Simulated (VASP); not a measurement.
# Be (Im-3m) in VASP: a series of runs

Runs on Be. Level: PBEsol. Tasks: single point.

Everything below comes from runs of VASP 6.6.1. Logs are shortened: lines on timing, memory, paths and dates and some standing lists are left out, and cuts for length are marked.

## Step 1: The cell of the first run

Symmetry: Im-3m, No. 229, cubic system. The conventional cell has a = 1.882 Å, b = 1.882 Å, c = 1.882 Å, α = 90.00°, β = 90.00°, γ = 90.00°. Within 2.2 Å of Be (site symmetry m-3m) lie 14 Be at 1.63 to 1.88 Å.

## Step 2: Single point, PBEsol (volume scaled by 0.43)

Input file INCAR:

```
SYSTEM = Be
  PREC = Accurate
  ENCUT = 520
  EDIFF = 1E-6
  ISMEAR = -1
  SIGMA = 0.1
  LREAL = .FALSE.
  LASPH = .TRUE.
  NELM = 80
  ALGO = Normal
  ISIF = 2
  LWAVE = .FALSE.
  LCHARG = .FALSE.
  GGA = PS
  NBANDS = 7
```

Input file KPOINTS:

```
regular mesh
0
G
  23 23 23
  0 0 0
```

Input file POSCAR:

```
Be
1.0
   -0.9409359956      0.9409359956      0.9409359956
    0.9409359956     -0.9409359956      0.9409359956
    0.9409359956      0.9409359956     -0.9409359956
Be
1
Direct
    0.0000000000      0.0000000000      0.0000000000
```

Potentials or basis: VASP PAW PBE potentials, release 64 (Be).

The run is started by

```console
cat potpaw_PBE.64/Be/POTCAR > POTCAR
mpirun -np 1 vasp_std > vasp.out
```

OUTCAR:

```text
SYSTEM = Be
   PREC = Accurate
   ENCUT = 520
   EDIFF = 1E-6
   ISMEAR = -1
   LREAL = .FALSE.
   LASPH = .TRUE.
   NELM = 80
   ISIF = 2
   GGA = PS

 ion  position               nearest neighbor table
   1  0.000  0.000  0.000-

  LATTYP: Found a body centered cubic cell.
 ALAT       =     1.8818719912

  Lattice vectors:

 A1 = (  -0.9409359956,   0.9409359956,   0.9409359956)
 A2 = (   0.9409359956,  -0.9409359956,   0.9409359956)
 A3 = (   0.9409359956,   0.9409359956,  -0.9409359956)

Analysis of symmetry for initial positions (statically):
=====================================================================
 Subroutine PRICEL returns:
 Original cell was already a primitive cell.

 Routine SETGRP: Setting up the symmetry group for a
 body centered cubic supercell.

 Subroutine GETGRP returns: Found 48 space group operations
 (whereof 48 operations were pure point group operations)
 out of a pool of 48 trial point group operations.

The static configuration has the point symmetry O_h .

Analysis of symmetry for dynamics (positions and initial velocities):
=====================================================================
 Subroutine PRICEL returns:
 Original cell was already a primitive cell.

 Routine SETGRP: Setting up the symmetry group for a
 body centered cubic supercell.

 Subroutine GETGRP returns: Found 48 space group operations
 (whereof 48 operations were pure point group operations)
 out of a pool of 48 trial point group operations.

The dynamic configuration has the point symmetry O_h .

 Subroutine INISYM returns: Found 48 space group operations
 (whereof 48 operations are pure point group operations),
 and found     1 'primitive' translations

----------------------------------------------------------------------------------------

                                     Primitive cell

  volume of cell :       3.3323

  direct lattice vectors                    reciprocal lattice vectors
    -0.940935996  0.940935996  0.940935996     0.000000000  0.531385772  0.531385772
     0.940935996 -0.940935996  0.940935996     0.531385772  0.000000000  0.531385772
     0.940935996  0.940935996 -0.940935996     0.531385772  0.531385772  0.000000000

  length of vectors
     1.629748951  1.629748951  1.629748951     0.751492965  0.751492965  0.751492965

  position of ions in fractional coordinates (direct lattice)
     0.000000000  0.000000000  0.000000000

[... 62 lines left out ...]
   ions per type =               1
   NGX,Y,Z   is equivalent  to a cutoff of  12.24, 12.24, 12.24 a.u.
   NGXF,Y,Z  is equivalent  to a cutoff of  24.48, 24.48, 24.48 a.u.
 SYSTEM =  Be
   PREC   = accura    normal or accurate (medium, high low for compatibility)
   ISTART =      0    job   : 0-new  1-cont  2-samecut
   ICHARG =      2    charge: 1-file 2-atom 10-const
   ISPIN  =      1    spin polarized calculation?
   LNONCOLLINEAR =      F non collinear calculations
   LSORBIT =      F    spin-orbit coupling
   LASPH  =      T    aspherical Exc in radial PAW
   ENCUT  =  520.0 eV  38.22 Ry    6.18 a.u.   3.03  3.03  3.03*2*pi/ulx,y,z
   NELM   =     80;   NELMIN=  2; NELMDL= -5     # of ELM steps
   EDIFF  = 0.1E-05   stopping-criterion for ELM
   LREAL  =      F    real-space projection
[... 7 lines left out ...]
   TEBEG  =    0.0;   TEEND  =   0.0 temperature during run
   PSTRESS=    0.0 pullay stress
   NELECT =       2.0000    total number of electrons
   NUPDOWN=      -1.0000    fix difference up-down
   EMIN   =  10.00;   EMAX   =-10.00  energy-range for DOS
   EFERMI =   0.00;   METHOD = LEGACY
   ISMEAR =    -1;   SIGMA  =   0.10  broadening in eV -4-tet -1-fermi 0-gaus
   EFERMI_NEDOS =   21; number of points for ismear=-14 and -15
   IALGO  =     38    algorithm
   IMIX   =      4    mixing-type and parameters
     AMIX     =   0.40;   BMIX     =  1.00
     AMIX_MAG =   1.60;   BMIX_MAG =  1.00
  volume/ion in A,a.u.               =       3.33        22.49
  Fermi-wavevector in a.u.,A,eV,Ry     =   1.380929  2.609578 25.945841  1.906965
  Thomas-Fermi vector in A             =   2.505761
   LORBIT       =      0    0 simple, 1 ext, 2 COOP (PROOUT), +10 PAW based schemes
   GGA     = PS    functional components
   LHFCALC =     F    Hartree Fock is set to
   AEXX    =    0.0000 exact exchange contribution
   IVDW    =     0    specifies the selected vdW correction
   LEPSILON=     F    determine dielectric tensor
   LRPA    =     F    only Hartree local field effects (RPA)
 non-spin polarized calculation
  energy-cutoff  :      520.00
  volume of cell :        3.33
 maximum number of plane-waves:        98
   NGX =  7   NGY =  7   NGZ =  7

 number of electron       2.0000000 magnetization

 Free energy of the ion-electron system (eV)
  ---------------------------------------------------
  ext. energy  EPLUGINS =         0.00000000
  ---------------------------------------------------
  free energy    TOTEN  =        -0.73522928 eV

  energy without entropy =       -0.73309532  energy(sigma->0) =       -0.73416230

 E-fermi :  17.7910     XC(G=0): -13.8473

 val. band max:       17.7147293387   @ k =   0.2609   0.2609   0.2174
 cond. band min:      17.7974360691   @ k =  -0.3913  -0.3913   0.0870
 fundamental gap:      0.0827067304
 Fermi energy:        17.7910356322

 k-point     1 :       0.0000    0.0000    0.0000
  band No.  band energies     occupation
      1       1.0012      2.00000
      2      56.1436      0.00000
      3      56.1436      0.00000
      4      56.1436      0.00000
      5      71.7297      0.00000
      6      71.7297      0.00000
      7      71.7297      0.00000
[... 221 lines left out ...]
 k-point    24 :       0.0870    0.0870    0.0000
  band No.  band energies     occupation
      1       1.7985      2.00000
      2      48.7422      0.00000
      3      49.8917      0.00000
      4      52.7088      0.00000
      5      64.1337      0.00000
      6      65.1600      0.00000
      7      71.5936      0.00000

 [... further k-points ...]
[... 5 lines left out ...]
  --------------------------------------------------------------------------------------
  -------------------------------------------------------------------------------------
  Total        8.9283427      8.9283427      8.9283427      0.0000000      0.0000000     -0.0000000
  in kB     4292.8053406   4292.8053406   4292.8053406      0.0000000      0.0000000     -0.0000000
  external PRESSURE =    4292.8053406 kB  Pullay stress =       0.0000000 kB

 VOLUME and BASIS-vectors are now :
 -----------------------------------------------------------------------------
  energy-cutoff  :      520.00
  volume of cell :        3.33
      direct lattice vectors                 reciprocal lattice vectors
    -0.940935996  0.940935996  0.940935996     0.000000000  0.531385772  0.531385772
     0.940935996 -0.940935996  0.940935996     0.531385772  0.000000000  0.531385772
     0.940935996  0.940935996 -0.940935996     0.531385772  0.531385772  0.000000000

 POSITION                                       TOTAL-FORCE (eV/Angst)
 -----------------------------------------------------------------------------------
      0.00000      0.00000      0.00000         0.000000      0.000000     -0.000000
 -----------------------------------------------------------------------------------
    total drift:                               -0.000000     -0.000000     -0.000000

  FREE ENERGIE OF THE ION-ELECTRON SYSTEM (eV)
  ---------------------------------------------------
  free  energy   TOTEN  =        -0.7352292776 eV

  energy  without entropy=       -0.7330953231  energy(sigma->0) =       -0.73416230
```

stdout:

```text
POSCAR found type information on POSCAR Be
 POSCAR found :  1 types and       1 ions
 scaLAPACK will be used
 -----------------------------------------------------------------------------
|                                                                             |
|                                                                             |
|     You enforced a specific xc type in the INCAR file but a different       |
|     I HOPE YOU KNOW WHAT YOU ARE DOING!                                     |
|                                                                             |
 -----------------------------------------------------------------------------

 LDA part: xc-table for (Slater+PW92), standard interpolation
 POSCAR, INCAR and KPOINTS ok, starting setup
 FFT: planning ... GRIDC
 FFT: planning ... GRID_SOFT
 FFT: planning ... GRID
 WAVECAR not read
 entering main loop
```

It took 6 s on 1 thread of Intel Xeon 6975P-C, shared host; peak memory 0.11 GiB.

What came out:

| Item | Value |
| --- | --- |
| Free energy | -0.7352 eV |
| Pressure | 429.3 GPa |
| Band gap on the k mesh | zero (band 1 reaches 24.65 eV, above the bottom of band 2 at 15.14 eV) |

Levels at points of the mesh, in eV from the Fermi level:
```tsv
k point	band 1	band 2	band 3	band 4
(0.00, 0.00, 0.00)	-16.79	38.35	38.35	38.35
```

Caveat: the PAW data sets were made with another functional, which shifts forces and pressure a little.

## Step 3: Single point, PBEsol (volume scaled by 0.5)

Input file INCAR:

```
PREC = Accurate
ENCUT = 520
EDIFF = 1E-6
ISMEAR = -1
SIGMA = 0.1
LREAL = False
LASPH = True
NELM = 100
ALGO = Normal
ISIF = 2
LWAVE = False
LCHARG = True
GGA = PS
LELF = True
LVHAR = True
NBANDS = 7
```

Input file KPOINTS:

```
Automatic mesh
0
Gamma
  23 23 23
```

Input file POSCAR:

```
Be
1.0
   -0.9894501814      0.9894501814      0.9894501814
    0.9894501814     -0.9894501814      0.9894501814
    0.9894501814      0.9894501814     -0.9894501814
Be
1
Direct
    0.0000000000      0.0000000000      0.0000000000
```

Potentials or basis: VASP PAW PBE potentials, release 64 (Be).

The run is started by

```console
cat potpaw_PBE.64/Be/POTCAR > POTCAR
mpirun -np 1 vasp_std > vasp.out
```

Wall time 7.8 s (1 thread of Intel Xeon 6975P-C, shared host); peak memory 0.11 GiB.

The run converged. Its results:

| Property | Result |
| --- | --- |
| Free energy | -1.9046 eV |
| Pressure | 274.6 GPa |
| Band gap on the k mesh | zero (band 1 reaches 21.75 eV, above the bottom of band 2 at 13.27 eV) |

Levels at points of the mesh, in eV from the Fermi level:
| k point | band 1 | band 2 | band 3 | band 4 |
| --- | --- | --- | --- | --- |
| (0.00, 0.00, 0.00) | -16.19 | 34.10 | 34.10 | 34.10 |

Caveat: the PAW data sets were made with another functional, which shifts forces and pressure a little.
